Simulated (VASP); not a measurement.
# Nb2Te6Mo (P-3m1) in VASP: further runs

The runs below take Nb2Te6Mo through single point, with PBE.

Program: VASP 6.6.1. These are calculated values, not measurements. Logs are shortened: lines on timing, memory, paths and dates and some standing lists are left out, and cuts for length are marked.

### 1 The cell of the first run

The structure is trigonal, space group P-3m1 (No. 164). Conventional cell: a = 3.618 Å, b = 3.618 Å, c = 22.822 Å, α = 90.00°, β = 90.00°, γ = 120.00°. Nb (site symmetry 3m) has 6 Te at 2.81 Å and 6 Nb at 3.62 Å within 3.7 Å. Within 3.7 Å of Te (site symmetry 3m) lie 3 Nb at 2.81 Å and 6 Te at 3.62 Å. Te (site symmetry 3m) has 3 Mo at 2.77 Å and 6 Te at 3.62 Å within 3.7 Å. Within 3.7 Å of Te (site symmetry 3m) lie 3 Nb at 2.81 Å and 6 Te at 3.62 Å. Mo (site symmetry -3m) has 6 Te at 2.77 Å and 6 Mo at 3.62 Å within 3.7 Å.

### 2 Single point, PBE, collinear spin

INCAR

```
SYSTEM = Nb2Te6Mo
ALGO = Normal
EDIFF = 1E-7
ENCUT = 520
GGA = PE
ISIF = 2
ISMEAR = 0
ISPIN = 2
LASPH = .True.
LCHARG = .False.
LMAXMIX = 4
LORBIT = 11
LREAL = .False.
LWAVE = .False.
MAGMOM = 1 1 0 0 0 0 0 0 1
NBANDS = 52
NELM = 150
PREC = Accurate
SIGMA = 0.1
```

KPOINTS

```
k-points
0
Gamma
  6 6 1
  0 0 0
```

POSCAR

```
Nb2Te6Mo
1.0
    3.6184999970      0.0000000000      0.0000000000
   -1.8092499985      3.1337129210      0.0000000000
    0.0000000000      0.0000000000     22.8216884264
Nb Te Mo
2 6 1
Direct
    0.0000000000      0.0000000000      0.8322994891
    0.0000000000      0.0000000000      0.1677005109
    0.6666666667      0.3333333333      0.0854304267
    0.6666666667      0.3333333333      0.4206181079
    0.6666666667      0.3333333333      0.7501455094
    0.3333333333      0.6666666667      0.9145695733
    0.3333333333      0.6666666667      0.2498544906
    0.3333333333      0.6666666667      0.5793818921
    0.0000000000      0.0000000000      0.5000000000
```

Potentials or basis: VASP PAW PBE potentials, release 64 (Nb_sv, Te, Mo_sv).

Run with:

```console
$ cat potpaw_PBE.64/Nb_sv/POTCAR potpaw_PBE.64/Te/POTCAR potpaw_PBE.64/Mo_sv/POTCAR > POTCAR
$ mpirun -np 1 vasp_std > vasp.out
```

OUTCAR:

```text
SYSTEM = Nb2Te6Mo
   EDIFF = 1E-7
   ENCUT = 520
   GGA = PE
   ISIF = 2
   ISMEAR = 0
   ISPIN = 2
   LASPH = .True.
   LORBIT = 11
   LREAL = .False.
   NELM = 150
   PREC = Accurate

 ion  position               nearest neighbor table
   1  0.000  0.000  0.832-   5 2.81   5 2.81   5 2.81   6 2.81   6 2.81   6 2.81
   2  0.000  0.000  0.168-   7 2.81   7 2.81   7 2.81   3 2.81   3 2.81   3 2.81
   3  0.667  0.333  0.085-   2 2.81   2 2.81   2 2.81
   4  0.667  0.333  0.421-   9 2.77   9 2.77   9 2.77
   5  0.667  0.333  0.750-   1 2.81   1 2.81   1 2.81
   6  0.333  0.667  0.915-   1 2.81   1 2.81   1 2.81
   7  0.333  0.667  0.250-   2 2.81   2 2.81   2 2.81
   8  0.333  0.667  0.579-   9 2.77   9 2.77   9 2.77
   9  0.000  0.000  0.500-   4 2.77   8 2.77   4 2.77   8 2.77   4 2.77   8 2.77

  LATTYP: Found a hexagonal cell.
 ALAT       =     3.6184999970
 C/A-ratio  =     6.3069472006

  Lattice vectors:

 A1 = (   3.6184999970,   0.0000000000,   0.0000000000)
 A2 = (  -1.8092499985,   3.1337129210,   0.0000000000)
 A3 = (   0.0000000000,   0.0000000000,  22.8216884264)

Analysis of symmetry for initial positions (statically):
=====================================================================
 Subroutine PRICEL returns:
 Original cell was already a primitive cell.

 Routine SETGRP: Setting up the symmetry group for a
 hexagonal supercell.

 Subroutine GETGRP returns: Found 12 space group operations
 (whereof 12 operations were pure point group operations)
 out of a pool of 24 trial point group operations.

The static configuration has the point symmetry D_3d.

Analysis of symmetry for dynamics (positions and initial velocities):
=====================================================================
 Subroutine PRICEL returns:
 Original cell was already a primitive cell.

 Routine SETGRP: Setting up the symmetry group for a
 hexagonal supercell.

 Subroutine GETGRP returns: Found 12 space group operations
 (whereof 12 operations were pure point group operations)
 out of a pool of 24 trial point group operations.

The dynamic configuration has the point symmetry D_3d.

Analysis of structural, dynamic, and magnetic symmetry:
=====================================================================
 Subroutine PRICEL returns:
 Original cell was already a primitive cell.

 Routine SETGRP: Setting up the symmetry group for a
 hexagonal supercell.

 Subroutine GETGRP returns: Found 12 space group operations
 (whereof 12 operations were pure point group operations)
 out of a pool of 24 trial point group operations.

The overall configuration has the point symmetry D_3d.

 Subroutine INISYM returns: Found 12 space group operations
 (whereof 12 operations are pure point group operations),
 and found     1 'primitive' translations

----------------------------------------------------------------------------------------

                                     Primitive cell

  volume of cell :     258.7829

  direct lattice vectors                    reciprocal lattice vectors
     3.618499997  0.000000000  0.000000000     0.276357607  0.159555139  0.000000000
    -1.809249998  3.133712921  0.000000000     0.000000000  0.319110278  0.000000000
     0.000000000  0.000000000 22.821688426     0.000000000  0.000000000  0.043817967

  length of vectors
     3.618499997  3.618499997 22.821688426     0.319110278  0.319110278  0.043817967

  position of ions in fractional coordinates (direct lattice)
     0.000000000  0.000000000  0.832299489
     0.000000000  0.000000000  0.167700511
     0.666666667  0.333333333  0.085430427
     0.666666667  0.333333333  0.420618108
     0.666666667  0.333333333  0.750145509
     0.333333333  0.666666667  0.914569573
     0.333333333  0.666666667  0.249854491
     0.333333333  0.666666667  0.579381892
     0.000000000  0.000000000  0.500000000

  ion indices of the primitive-cell ions
   primitive index   ion index
                 1           1
                 2           2
                 3           3
[... 46 lines left out ...]
   dimension x,y,z NGXF=    56 NGYF=   56 NGZF=  360
   ions per type =               2   6   1
   NGX,Y,Z   is equivalent  to a cutoff of  12.86, 12.86, 13.11 a.u.
   NGXF,Y,Z  is equivalent  to a cutoff of  25.73, 25.73, 26.22 a.u.
 SYSTEM =  Nb2Te6Mo
   PREC   = accura    normal or accurate (medium, high low for compatibility)
   ISTART =      0    job   : 0-new  1-cont  2-samecut
   ICHARG =      2    charge: 1-file 2-atom 10-const
   ISPIN  =      2    spin polarized calculation?
   LNONCOLLINEAR =      F non collinear calculations
   LSORBIT =      F    spin-orbit coupling
   LASPH  =      T    aspherical Exc in radial PAW
   ENCUT  =  520.0 eV  38.22 Ry    6.18 a.u.   6.73  6.73 42.43*2*pi/ulx,y,z
   NELM   =    150;   NELMIN=  2; NELMDL= -5     # of ELM steps
   EDIFF  = 0.1E-06   stopping-criterion for ELM
   LREAL  =      F    real-space projection
   EDIFFG = 0.1E-05   stopping-criterion for IOM
   NSW    =      0    number of steps for IOM
   IBRION =     -1    ionic relax: 0-MD 1-quasi-New 2-CG
   NFREE  =      0    steps in history (QN), initial steepest desc. (CG)
   ISIF   =      2    stress and relaxation
   ISYM   =      2    0-nonsym 1-usesym 2-fastsym
   POTIM  = 0.5000    time-step for ionic-motion
   TEBEG  =    0.0;   TEEND  =   0.0 temperature during run
   PSTRESS=    0.0 pullay stress
   NELECT =      76.0000    total number of electrons
   NUPDOWN=      -1.0000    fix difference up-down
   EMIN   =  10.00;   EMAX   =-10.00  energy-range for DOS
   EFERMI =   0.00;   METHOD = LEGACY
   ISMEAR =     0;   SIGMA  =   0.10  broadening in eV -4-tet -1-fermi 0-gaus
   EFERMI_NEDOS =   21; number of points for ismear=-14 and -15
   IALGO  =     38    algorithm
   IMIX   =      4    mixing-type and parameters
     AMIX     =   0.40;   BMIX     =  1.00
     AMIX_MAG =   1.60;   BMIX_MAG =  1.00
  volume/ion in A,a.u.               =      28.75       194.04
  Fermi-wavevector in a.u.,A,eV,Ry     =   1.088180  2.056363 16.111152  1.184136
  Thomas-Fermi vector in A             =   2.224356
   LORBIT       =     11    0 simple, 1 ext, 2 COOP (PROOUT), +10 PAW based schemes
   GGA     = PE    functional components
   LHFCALC =     F    Hartree Fock is set to
   AEXX    =    0.0000 exact exchange contribution
   IVDW    =     0    specifies the selected vdW correction
   LEPSILON=     F    determine dielectric tensor
   LRPA    =     F    only Hartree local field effects (RPA)
 spin polarized calculation
 Gauss-broadening in eV      SIGMA  =   0.10
  energy-cutoff  :      520.00
  volume of cell :      258.78
 maximum number of plane-waves:      6998
 NGX is ok and might be reduce to    28
   NGX = 13   NGY = 13   NGZ = 85

 number of electron      76.0000006 magnetization       0.0001190

 number of electron      76.0000006 magnetization      -0.0001401

 Free energy of the ion-electron system (eV)
  ---------------------------------------------------
  ext. energy  EPLUGINS =         0.00000000
  ---------------------------------------------------
  free energy    TOTEN  =       -53.04311546 eV

  energy without entropy =      -53.00631647  energy(sigma->0) =      -53.02471596

 E-fermi :   7.0519     XC(G=0):  -9.6681

 val. band max:        7.0010385483   @ k =   0.1667   0.1667   0.0000
 cond. band min:       7.0632338575   @ k =   0.1667   0.1667   0.0000
 fundamental gap:      0.0621953093
 Fermi energy:         7.0518619106

 spin component 1

 k-point     1 :       0.0000    0.0000    0.0000
  band No.  band energies     occupation
      1     -54.4915      1.00000
      2     -48.3278      1.00000
      3     -48.3278      1.00000
      4     -28.5713      1.00000
      5     -28.5713      1.00000
      6     -28.5385      1.00000
[... 360 lines left out ...]
     49      10.0027      0.00000
     50      10.2566      0.00000
 Fermi energy:         7.0518619106

 spin component 2

 k-point     1 :       0.0000    0.0000    0.0000
  band No.  band energies     occupation
      1     -54.4914      1.00000
      2     -48.3279      1.00000
      3     -48.3279      1.00000
      4     -28.5712      1.00000
      5     -28.5712      1.00000
      6     -28.5385      1.00000
[... 360 lines left out ...]
     49      10.0027      0.00000
     50      10.2566      0.00000
 [bands above 50 left out]

------------------------ aborting loop because EDIFF is reached ----------------------------------------

  FORCE on cell =-STRESS in cart. coord.  units (eV):
  Direction    XX          YY          ZZ          XY          YZ          ZX
  --------------------------------------------------------------------------------------
  -------------------------------------------------------------------------------------
  Total       -0.1455429     -0.1455429     -0.0126591      0.0000000      0.0000000      0.0000000
  in kB       -0.9010859     -0.9010859     -0.0783750      0.0000000      0.0000000      0.0000000
  external PRESSURE =      -0.6268489 kB  Pullay stress =       0.0000000 kB

 VOLUME and BASIS-vectors are now :
 -----------------------------------------------------------------------------
  energy-cutoff  :      520.00
  volume of cell :      258.78
      direct lattice vectors                 reciprocal lattice vectors
     3.618499997  0.000000000  0.000000000     0.276357607  0.159555139  0.000000000
    -1.809249998  3.133712921  0.000000000     0.000000000  0.319110278  0.000000000
     0.000000000  0.000000000 22.821688426     0.000000000  0.000000000  0.043817967

 POSITION                                       TOTAL-FORCE (eV/Angst)
 -----------------------------------------------------------------------------------
      0.00000      0.00000     18.99448        -0.000000      0.000000     -0.004891
      0.00000      0.00000      3.82721         0.000000      0.000000      0.004891
      1.80925      1.04457      1.94967         0.000000     -0.000000      0.007363
      1.80925      1.04457      9.59922        -0.000000     -0.000000     -0.013693
      1.80925      1.04457     17.11959        -0.000000      0.000000      0.011391
     -0.00000      2.08914     20.87202        -0.000000      0.000000     -0.007363
     -0.00000      2.08914      5.70210         0.000000     -0.000000     -0.011391
     -0.00000      2.08914     13.22247        -0.000000      0.000000      0.013693
      0.00000      0.00000     11.41084        -0.000000      0.000000      0.000000
 -----------------------------------------------------------------------------------
    total drift:                               -0.000000     -0.000000      0.000000

  FREE ENERGIE OF THE ION-ELECTRON SYSTEM (eV)
  ---------------------------------------------------
  free  energy   TOTEN  =       -53.0431154589 eV

  energy  without entropy=      -53.0063164670  energy(sigma->0) =      -53.02471596

 total charge

# of ion       s       p       d       tot
------------------------------------------
    1        2.146   5.999   2.434  10.580
    2        2.146   5.999   2.434  10.580
    3        1.387   1.975   0.052   3.413
    4        1.389   1.939   0.056   3.384
    5        1.385   1.979   0.052   3.416
    6        1.387   1.975   0.052   3.413
    7        1.385   1.979   0.052   3.416
    8        1.389   1.939   0.056   3.384
    9        2.250   6.133   3.893  12.276
--------------------------------------------------
tot         14.863  29.918   9.080  53.861

 magnetization (x)

# of ion       s       p       d       tot
------------------------------------------
    1        0.000  -0.000  -0.000  -0.000
    2        0.000  -0.000  -0.000  -0.000
    3       -0.000   0.000  -0.000   0.000
    4       -0.000  -0.000  -0.000  -0.000
    5        0.000   0.000  -0.000   0.000
    6       -0.000   0.000  -0.000   0.000
    7        0.000   0.000  -0.000   0.000
    8       -0.000  -0.000  -0.000  -0.000
    9        0.000  -0.000   0.000   0.000
--------------------------------------------------
tot          0.000   0.000  -0.000  -0.000
```

Run time: 6.3 min. Hardware: 1 thread of Intel Xeon Platinum 8488C (Sapphire Rapids), shared host; peak memory 0.54 GiB.

Results:

```yaml
Free_energy: -53.0431 eV
Pressure: -0.1 GPa
Largest_force: 0.014 eV/Å
Band_gap_on_the_k_mesh: zero (filled and empty bands overlap)
Net_moment: 0.00 μB per cell
Valence_electrons_inside_the_program's_atomic_spheres: Nb 10.58; Te 3.41, 3.38, 3.42 (each value once); Mo 12.28
```

Forces in eV/Å, atoms in the order of the input:
```
Nb   0.000  0.000 -0.005
Nb   0.000  0.000  0.005
Te   0.000  0.000  0.007
Te   0.000  0.000 -0.014
Te   0.000  0.000  0.011
Te   0.000  0.000 -0.007
Te   0.000  0.000 -0.011
Te   0.000  0.000  0.014
Mo   0.000  0.000  0.000
```

Caveat: spin-orbit coupling is left out, which moves the levels of the heavy elements; this functional lacks dispersion, which binds layers or chains, so the pressure and a relaxed spacing across them are unreliable.

[end of part 1 of 2]

The gap in the log of VASP goes by the Fermi energy; the results here count the filled bands.